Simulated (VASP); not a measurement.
# Al3VN4 (Pm-3m) in VASP: a series of runs, part 2 of 2

VASP 6.6.1. Earlier steps stand in the parts before.

**4. Relaxation of cell and atoms, PBE, collinear spin, ferromagnetic start**

This run uses another cell than the first one, of 12.73 Å³/atom.

INCAR

```
SYSTEM = Al3VN4
PREC = Accurate ; ENCUT = 600
EDIFF = 1E-7 ; ISMEAR = 0
SIGMA = 0.1 ; LREAL = .FALSE.
LASPH = .TRUE. ; NELM = 150
ALGO = Normal ; ISIF = 3
LWAVE = .FALSE. ; LCHARG = .FALSE.
ISPIN = 2 ; MAGMOM = 0 0 0 2 0 0 0 0
LORBIT = 11 ; LMAXMIX = 4
GGA = PE ; IBRION = 2
NSW = 90 ; EDIFFG = -0.04
```

KPOINTS

```
regular mesh
0
G
  4 4 4
  0 0 0
```

POSCAR

```
Al3VN4
1.0
    4.6702703300      0.0000000000      0.0000000000
    0.0000000000      4.6702703300      0.0000000000
    0.0000000000      0.0000000000      4.6702703300
Al V N
3 1 4
Direct
    0.5000000000      0.0000000000      0.0000000000
    0.0000000000      0.0000000000      0.5000000000
    0.0000000000      0.5000000000      0.0000000000
    0.5000000000      0.5000000000      0.5000000000
    0.0000000000      0.5000000000      0.5000000000
    0.5000000000      0.5000000000      0.0000000000
    0.0000000000      0.0000000000      0.0000000000
    0.5000000000      0.0000000000      0.5000000000
```

Potentials or basis: VASP PAW PBE potentials, release 64 (Al, V_sv, N).

Command:

```bash
$ cat potpaw_PBE.64/Al/POTCAR potpaw_PBE.64/V_sv/POTCAR potpaw_PBE.64/N/POTCAR > POTCAR
$ mpirun -np 1 vasp_std > vasp.out
```

OUTCAR:

```text
SYSTEM = Al3VN4
   PREC = Accurate
   ENCUT = 600
   EDIFF = 1E-7
   ISMEAR = 0
   LREAL = .FALSE.
   LASPH = .TRUE.
   NELM = 150
   ISIF = 3
   ISPIN = 2
   LORBIT = 11
   GGA = PE
   IBRION = 2
   NSW = 90
   EDIFFG = -0.04

 ion  position               nearest neighbor table
   1  0.500  0.000  0.000-   6 2.34   7 2.34   8 2.34   8 2.34   6 2.34   7 2.34   3 3.30   3 3.30
                             2 3.30   2 3.30   3 3.30   2 3.30   2 3.30   3 3.30
   2  0.000  0.000  0.500-   5 2.34   7 2.34   8 2.34   7 2.34   5 2.34   8 2.34   3 3.30   3 3.30
                             3 3.30   1 3.30   3 3.30   1 3.30   1 3.30   1 3.30
   3  0.000  0.500  0.000-   5 2.34   6 2.34   7 2.34   5 2.34   7 2.34   6 2.34   2 3.30   1 3.30
                             2 3.30   1 3.30   2 3.30   1 3.30   2 3.30   1 3.30
   4  0.500  0.500  0.500-   5 2.34   6 2.34   8 2.34   6 2.34   8 2.34   5 2.34
   5  0.000  0.500  0.500-   2 2.34   3 2.34   4 2.34   3 2.34   2 2.34   4 2.34
   6  0.500  0.500  0.000-   1 2.34   3 2.34   4 2.34   4 2.34   1 2.34   3 2.34
   7  0.000  0.000  0.000-   1 2.34   2 2.34   3 2.34   2 2.34   3 2.34   1 2.34
   8  0.500  0.000  0.500-   1 2.34   2 2.34   4 2.34   1 2.34   4 2.34   2 2.34

  LATTYP: Found a simple cubic cell.
 ALAT       =     4.6702703300

  Lattice vectors:

 A1 = (   4.6702703300,   0.0000000000,   0.0000000000)
 A2 = (   0.0000000000,   4.6702703300,   0.0000000000)
 A3 = (   0.0000000000,   0.0000000000,   4.6702703300)

Analysis of symmetry for initial positions (statically):
=====================================================================
 Subroutine PRICEL returns:
 Original cell was already a primitive cell.

 Routine SETGRP: Setting up the symmetry group for a
 simple cubic supercell.

 Subroutine GETGRP returns: Found 48 space group operations
 (whereof 48 operations were pure point group operations)
 out of a pool of 48 trial point group operations.

The static configuration has the point symmetry O_h .

Analysis of symmetry for dynamics (positions and initial velocities):
=====================================================================
 Subroutine PRICEL returns:
 Original cell was already a primitive cell.

 Routine SETGRP: Setting up the symmetry group for a
 simple cubic supercell.

 Subroutine GETGRP returns: Found 48 space group operations
 (whereof 48 operations were pure point group operations)
 out of a pool of 48 trial point group operations.
[... 148 lines left out ...]
 maximum number of plane-waves:      3448
 NGX is ok and might be reduce to    40
   NGX = 19   NGY = 19   NGZ = 19

--------------------------------------- Ionic step        1  -------------------------------------------

 number of electron      42.0000012 magnetization       1.9684395

 Free energy of the ion-electron system (eV)
  ---------------------------------------------------
  ext. energy  EPLUGINS =         0.00000000
  ---------------------------------------------------
  free energy    TOTEN  =       -56.01454297 eV

  energy without entropy =      -55.99134170  energy(sigma->0) =      -56.00294233

 E-fermi :   6.2770     XC(G=0): -10.6786

 val. band max:        6.2314605155   @ k =   0.5000   0.2500   0.0000
 cond. band min:       6.2955615353   @ k =   0.5000   0.5000   0.0000
 fundamental gap:      0.0641010199
 Fermi energy:         6.2770497942

 spin component 1

 k-point     1 :       0.0000    0.0000    0.0000
  band No.  band energies     occupation
      1     -59.2477      1.00000
      2     -33.0436      1.00000
      3     -33.0436      1.00000
      4     -33.0435      1.00000
      5      -8.8312      1.00000
      6      -6.8651      1.00000
[... 721 lines left out ...]
--------------------------------------- Ionic step        4  -------------------------------------------

 number of electron      41.9999996 magnetization      -0.0003949

 Free energy of the ion-electron system (eV)
  ---------------------------------------------------
  ext. energy  EPLUGINS =         0.00000000
  ---------------------------------------------------
  free energy    TOTEN  =       -61.92224813 eV

  energy without entropy =      -61.90915008  energy(sigma->0) =      -61.91569910

 E-fermi :  11.7607     XC(G=0): -12.5100

 val. band max:       11.6170051335   @ k =   0.5000   0.2500   0.0000
 cond. band min:      11.7874613064   @ k =   0.2500   0.2500   0.0000
 fundamental gap:      0.1704561729
 Fermi energy:        11.7607225897

 spin component 1

 k-point     1 :       0.0000    0.0000    0.0000
  band No.  band energies     occupation
      1     -53.3490      1.00000
      2     -27.2557      1.00000
      3     -27.2557      1.00000
      4     -27.2557      1.00000
      5      -7.3193      1.00000
      6      -3.9516      1.00000
[... 627 lines left out ...]
  FREE ENERGIE OF THE ION-ELECTRON SYSTEM (eV)
  ---------------------------------------------------
  free  energy   TOTEN  =       -61.9222481262 eV

  energy  without entropy=      -61.9091500750  energy(sigma->0) =      -61.91569910

 reached required accuracy - stopping structural energy minimisation

 total charge

# of ion       s       p       d       tot
------------------------------------------
    1        0.306   0.380   0.000   0.686
    2        0.306   0.380   0.000   0.686
    3        0.306   0.380   0.000   0.686
    4        2.259   6.306   3.133  11.698
    5        1.222   2.564   0.000   3.786
    6        1.222   2.564   0.000   3.786
    7        1.215   2.582   0.000   3.797
    8        1.222   2.564   0.000   3.786
--------------------------------------------------
tot          8.058  17.720   3.133  28.912

 magnetization (x)

# of ion       s       p       d       tot
------------------------------------------
    1       -0.000  -0.000   0.000  -0.000
    2       -0.000  -0.000   0.000  -0.000
    3       -0.000  -0.000   0.000  -0.000
    4       -0.000  -0.000  -0.000  -0.000
    5       -0.000   0.000   0.000   0.000
    6       -0.000   0.000   0.000   0.000
    7       -0.000   0.000   0.000   0.000
    8       -0.000   0.000   0.000   0.000
--------------------------------------------------
tot         -0.000   0.000  -0.000  -0.000
```

OSZICAR:

```text
N       E                     dE             d eps       ncg     rms          rms(c)
DAV:   1     0.324543030392E+03    0.32454E+03   -0.23086E+04  1136   0.164E+03
DAV:   2    -0.321273844709E+02   -0.35667E+03   -0.34773E+03  1343   0.375E+02
[... 60 lines left out ...]
DAV:   5    -0.619222803897E+02    0.12984E-03   -0.47146E-04  1242   0.150E-01    0.524E-02
DAV:   6    -0.619222478109E+02    0.32579E-04   -0.92408E-05  1155   0.784E-02    0.113E-02
DAV:   7    -0.619222477130E+02    0.97835E-07   -0.15736E-05  1175   0.301E-02    0.124E-02
DAV:   8    -0.619222482019E+02   -0.48889E-06   -0.15035E-06  1261   0.954E-03    0.630E-03
DAV:   9    -0.619222480903E+02    0.11160E-06   -0.60453E-07  1224   0.594E-03    0.237E-03
DAV:  10    -0.619222481262E+02   -0.35842E-07   -0.18701E-07   781   0.299E-03
   4 F= -.61922248E+02 E0= -.61915699E+02  d E =-.590771E+01  mag=    -0.0004
```

CONTCAR:

```text
Al3VN4
   1.00000000000000
     4.0967546261496794    0.0000000000000000    0.0000000000000000
    -0.0000000000000000    4.0967546261496794    0.0000000000000000
    -0.0000000000000000    0.0000000000000000    4.0967546261496794
  Al              V               N
     3     1     4
Direct
     0.5000000000000000    0.0000000000000000    0.0000000000000000
     0.0000000000000000    0.0000000000000000    0.5000000000000000
     0.0000000000000000    0.5000000000000000    0.0000000000000000
     0.5000000000000000    0.5000000000000000    0.5000000000000000
     0.0000000000000000    0.5000000000000000    0.5000000000000000
     0.5000000000000000    0.5000000000000000    0.0000000000000000
     0.0000000000000000    0.0000000000000000    0.0000000000000000
     0.5000000000000000    0.0000000000000000    0.5000000000000000

  0.00000000E+00  0.00000000E+00  0.00000000E+00
  0.00000000E+00  0.00000000E+00  0.00000000E+00
  0.00000000E+00  0.00000000E+00  0.00000000E+00
  0.00000000E+00  0.00000000E+00  0.00000000E+00
  0.00000000E+00  0.00000000E+00  0.00000000E+00
  0.00000000E+00  0.00000000E+00  0.00000000E+00
  0.00000000E+00  0.00000000E+00  0.00000000E+00
  0.00000000E+00  0.00000000E+00  0.00000000E+00
```

It took 9.3 min on 1 thread of Intel Xeon 8259CL, shared host; peak memory 0.32 GiB.

Results:

| Quantity | Value |
| --- | --- |
| Free energy | -61.9222 eV |
| Relaxed volume | 8.59 Å³/atom |
| Relaxed cell | a = 4.097 Å, b = 4.097 Å, c = 4.097 Å, α = 90.00°, β = 90.00°, γ = 90.00° |
| Space group after relaxing (to 0.1 Å) | Pm-3m (No. 221) |
| Energy gained by relaxing | 738.5 meV/atom |
| Ionic steps | 4 |
| Pressure after relaxing | -0.6 GPa |
| Band gap on the k mesh | zero (filled and empty bands overlap) |
| Net moment | 0.00 μB per cell |
| Valence electrons inside the program's atomic spheres | Al 0.69; V 11.70; N 3.79, 3.80 (each value once) |

The path:
| step | energy change (eV) | largest force (eV/Å) | pressure (GPa) | volume (Å³) |
| --- | --- | --- | --- | --- |
| 1 | 0.0000 | 0.0000 | -42.63 | 101.87 |
| 2 | -4.6903 | 0.0000 | 48.98 | 59.64 |
| 3 | -5.8980 | 0.0000 | -3.40 | 69.53 |
| 4 | -5.9077 | 0.0000 | -0.56 | 68.76 |

Final structure:
```
CELL_PARAMETERS angstrom
4.09675 0.00000 0.00000
0.00000 4.09675 0.00000
0.00000 0.00000 4.09675
ATOMIC_POSITIONS crystal
Al 0.50000 0.00000 0.00000
Al 0.00000 0.00000 0.50000
Al 0.00000 0.50000 0.00000
V 0.50000 0.50000 0.50000
N 0.00000 0.50000 0.50000
N 0.50000 0.50000 0.00000
N 0.00000 0.00000 0.00000
N 0.50000 0.00000 0.50000
```

Levels at points of the mesh, in eV from the Fermi level:
Spin up:
| k point | band 16 | band 17 | band 18 | band 19 | band 20 | band 21 | band 22 | band 23 | band 24 | band 25 |
| --- | --- | --- | --- | --- | --- | --- | --- | --- | --- | --- |
| (0.00, 0.00, 0.00) | -4.04 | -4.04 | -2.04 | -2.04 | -2.04 | -1.45 | -1.45 | -1.45 | 1.12 | 1.12 |
| (0.50, 0.00, 0.00) | -5.69 | -4.11 | -4.11 | -3.02 | -3.02 | -1.25 | 0.68 | 0.68 | 1.28 | 3.23 |
| (0.50, 0.50, 0.00) | -5.59 | -4.34 | -3.37 | -3.28 | -3.28 | 0.69 | 0.69 | 0.98 | 2.12 | 5.32 |
| (0.50, 0.50, 0.50) | -3.63 | -3.63 | -3.31 | -3.31 | -3.31 | 1.25 | 1.25 | 1.25 | 3.63 | 4.11 |
Spin down:
```tsv
k point	band 16	band 17	band 18	band 19	band 20	band 21	band 22	band 23	band 24	band 25
(0.00, 0.00, 0.00)	-4.04	-4.04	-2.04	-2.04	-2.04	-1.45	-1.45	-1.45	1.12	1.12
(0.50, 0.00, 0.00)	-5.69	-4.11	-4.11	-3.02	-3.02	-1.25	0.68	0.68	1.28	3.23
(0.50, 0.50, 0.00)	-5.59	-4.34	-3.37	-3.28	-3.28	0.68	0.68	0.98	2.12	5.32
(0.50, 0.50, 0.50)	-3.63	-3.63	-3.31	-3.31	-3.31	1.25	1.25	1.25	3.63	4.11
```

Caveat: the volume moved by over 15 % at a fixed basis, so the end points are rough. With open d or f shells a metallic result of PBE can be an artefact of self-interaction; +U or a hybrid may open a gap.

**5. Single point, PBE, collinear spin, ferromagnetic start**

INCAR

```
SYSTEM = Al3VN4
PREC = Accurate ; ENCUT = 520
EDIFF = 1E-6 ; ISMEAR = 0
SIGMA = 0.1 ; LREAL = .FALSE.
LASPH = .TRUE. ; NELM = 150
ALGO = Normal ; ISIF = 2
LWAVE = .FALSE. ; LCHARG = .TRUE.
ISPIN = 2 ; MAGMOM = 0 0 0 1.26 0 0 0 0
LORBIT = 11 ; LMAXMIX = 4
GGA = PE ; LELF = .TRUE.
LVHAR = .TRUE. ; NBANDS = 35
```

KPOINTS

```
Automatic mesh
0
G
  10 10 10
  0 0 0
```

Edit POSCAR of step 4 so:

```diff
@@ -2,5 +2,5 @@
 1.0
-    4.6702703300      0.0000000000      0.0000000000
-    0.0000000000      4.6702703300      0.0000000000
-    0.0000000000      0.0000000000      4.6702703300
+    4.1050513303      0.0000000000      0.0000000000
+    0.0000000000      4.1050513303      0.0000000000
+    0.0000000000      0.0000000000      4.1050513303
 Al V N
```

Potentials or basis: VASP PAW PBE potentials, release 64 (Al, V_sv, N).

Command:

```bash
$ cat potpaw_PBE.64/Al/POTCAR potpaw_PBE.64/V_sv/POTCAR potpaw_PBE.64/N/POTCAR > POTCAR
$ mpirun -np 1 vasp_std > vasp.out
```

OUTCAR:

```text
SYSTEM = Al3VN4
   PREC = Accurate
   ENCUT = 520
   EDIFF = 1E-6
   ISMEAR = 0
   LREAL = .FALSE.
   LASPH = .TRUE.
   NELM = 150
   ISIF = 2
   ISPIN = 2
   LORBIT = 11
   GGA = PE

 ion  position               nearest neighbor table
   1  0.500  0.000  0.000-   6 2.05   7 2.05   8 2.05   8 2.05   6 2.05   7 2.05   2 2.90   4 2.90
                             2 2.90   3 2.90   4 2.90   3 2.90   4 2.90   2 2.90   3 2.90   4 2.90
   2  0.000  0.000  0.500-   5 2.05   7 2.05   8 2.05   7 2.05   5 2.05   8 2.05   1 2.90   3 2.90
                             1 2.90   3 2.90   4 2.90   3 2.90   3 2.90   1 2.90   4 2.90   4 2.90
   3  0.000  0.500  0.000-   5 2.05   6 2.05   7 2.05   5 2.05   7 2.05   6 2.05   2 2.90   4 2.90
                             1 2.90   1 2.90   2 2.90   2 2.90   2 2.90   1 2.90   4 2.90   4 2.90
   4  0.500  0.500  0.500-   5 2.05   6 2.05   8 2.05   6 2.05   8 2.05   5 2.05   1 2.90   3 2.90
                             1 2.90   1 2.90   2 2.90   2 2.90   1 2.90   2 2.90   3 2.90   3 2.90
   5  0.000  0.500  0.500-   2 2.05   3 2.05   4 2.05   3 2.05   2 2.05   4 2.05
   6  0.500  0.500  0.000-   1 2.05   3 2.05   4 2.05   4 2.05   1 2.05   3 2.05
   7  0.000  0.000  0.000-   1 2.05   2 2.05   3 2.05   2 2.05   3 2.05   1 2.05
   8  0.500  0.000  0.500-   1 2.05   2 2.05   4 2.05   1 2.05   4 2.05   2 2.05

  LATTYP: Found a simple cubic cell.
 ALAT       =     4.1050513303

  Lattice vectors:

 A1 = (   4.1050513303,   0.0000000000,   0.0000000000)
[... 1964 lines left out ...]
     4.105051330  0.000000000  0.000000000     0.243602313  0.000000000  0.000000000
     0.000000000  4.105051330  0.000000000     0.000000000  0.243602313  0.000000000
     0.000000000  0.000000000  4.105051330     0.000000000  0.000000000  0.243602313

 POSITION                                       TOTAL-FORCE (eV/Angst)
 -----------------------------------------------------------------------------------
      2.05253      0.00000      0.00000         0.000000      0.000000      0.000000
      0.00000      0.00000      2.05253         0.000000      0.000000      0.000000
      0.00000      2.05253      0.00000         0.000000      0.000000      0.000000
      2.05253      2.05253      2.05253         0.000000      0.000000      0.000000
      0.00000      2.05253      2.05253         0.000000      0.000000      0.000000
      2.05253      2.05253      0.00000         0.000000      0.000000      0.000000
      0.00000      0.00000      0.00000         0.000000      0.000000      0.000000
      2.05253      0.00000      2.05253         0.000000      0.000000      0.000000
 -----------------------------------------------------------------------------------
    total drift:                                0.000000     -0.000000     -0.000000

  FREE ENERGIE OF THE ION-ELECTRON SYSTEM (eV)
  ---------------------------------------------------
  free  energy   TOTEN  =       -61.9997672568 eV

  energy  without entropy=      -61.9922387671  energy(sigma->0) =      -61.99600301

 total charge

# of ion       s       p       d       tot
------------------------------------------
    1        0.308   0.376   0.000   0.684
    2        0.308   0.376   0.000   0.684
    3        0.308   0.376   0.000   0.684
    4        2.258   6.299   3.129  11.686
    5        1.227   2.587   0.000   3.814
    6        1.227   2.587   0.000   3.814
    7        1.219   2.610   0.000   3.828
    8        1.227   2.587   0.000   3.814
--------------------------------------------------
tot          8.083  17.795   3.129  29.008

 magnetization (x)

# of ion       s       p       d       tot
------------------------------------------
    1        0.002   0.000   0.000   0.002
    2        0.002   0.000   0.000   0.002
    3        0.002   0.000   0.000   0.002
    4        0.004   0.004   0.565   0.573
    5        0.000   0.006   0.000   0.006
    6        0.000   0.006   0.000   0.006
    7       -0.000  -0.001   0.000  -0.002
    8        0.000   0.006   0.000   0.006
--------------------------------------------------
tot          0.010   0.020   0.565   0.595
```

stdout:

```text
POSCAR found type information on POSCAR AlV N
 POSCAR found :  3 types and       8 ions
 scaLAPACK will be used
 LDA part: xc-table for (Slater+PW92), standard interpolation
 POSCAR, INCAR and KPOINTS ok, starting setup
 FFT: planning ... GRIDC
 FFT: planning ... GRID_SOFT
 FFT: planning ... GRID
 WAVECAR not read
 entering main loop
```

It took 5 min on 1 thread of Intel Xeon 8259CL, shared host; peak memory 0.33 GiB.

What came out:

```
Free energy                                           : -61.9998 eV
Pressure                                              : -1.9 GPa
Net moment                                            : 0.66 μB per cell
Site moments                                          : Al +0.00; V +0.57; N +0.01, -0.00 (each value once) μB
Valence electrons inside the program's atomic spheres : Al 0.68; V 11.69; N 3.81, 3.83 (each value once)
```

With open d or f shells a metallic result of PBE can be an artefact of self-interaction; +U or a hybrid may open a gap.

**6. Summary**

| task | cell | k mesh | cutoff (eV) | gap on the mesh (eV) | pressure (GPa) | moment (μB) |
| --- | --- | --- | --- | --- | --- | --- |
| single point | a = 4.108 Å, 8 atoms | 4 × 4 × 4 | 520 | none | -0.2 | 1.63 |
| single point | a = 4.670 Å, 8 atoms | 4 × 4 × 4 | 520 | none | -42.5 | 1.97 |
| relaxation of cell and atoms | relaxed from a = 4.670 Å, 8 atoms | 4 × 4 × 4 | 600 | none | -0.6 | 0.00 |
| single point | a = 4.105 Å, 8 atoms | 10 × 10 × 10 | 520 | none | -1.9 | 0.66 |

Alike in all rows: level PBE; potentials or basis VASP PAW PBE potentials, release 64 (Al, V_sv, N); spin collinear, ferromagnetic start; smearing gaussian 0.1 eV.

Caveats: some runs use coarse meshes; the cell stands under tension (at least some runs); the volume moved by over 15 % at a fixed basis, so the end points are rough (at least some runs).

Total energies depend on the potentials used, so only differences within one code and one set of settings carry meaning.
